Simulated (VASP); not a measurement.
LiF, 2 atoms in the cell. Symmetry: R-3m, No. 166, trigonal system. Conventional cell: a = 2.862 Å, b = 2.862 Å, c = 6.907 Å, α = 90.00°, β = 90.00°, γ = 120.00°. Within 2.7 Å of Li (site symmetry -3m) lie 6 F at 2.01 Å. F (site symmetry -3m) has 6 Li at 2.01 Å within 2.7 Å.  This cell differs from its parent crystal: equal xy, yz and zx shear strains of -1 %.

```yaml
Program: VASP 6.6.1
Task: electric field gradients
Functional: PBE
Potentials_or_basis: VASP PAW PBE potentials, release 64 (Li_sv, F)
Cutoff: 520 eV
k_mesh: 10 × 10 × 10
Occupations: fermi-dirac, width 0.03 eV
Spin: no spin polarisation
Dipole_correction: no
Further_INCAR_settings: ALGO = Normal; EDIFF = 1e-08; NBANDS = 12
```

Potentials or basis: VASP PAW PBE potentials, release 64 (Li_sv, F).

The run is started by

```bash
$ cat potpaw_PBE.64/Li_sv/POTCAR potpaw_PBE.64/F/POTCAR > POTCAR
$ mpirun -np 1 vasp_std > vasp.out
```

Hardware: 1 thread of Intel(R) Xeon(R) 6975P-C (Granite Rapids), with other jobs on the host.

**Question.** How long does it take, and how much memory?

**Answer.** Wall time 7.9 s on 1 thread of Intel(R) Xeon(R) 6975P-C (Granite Rapids), with other jobs on the host, peak memory 0.14 GiB. Counts: scf iterations 13, k points 116.
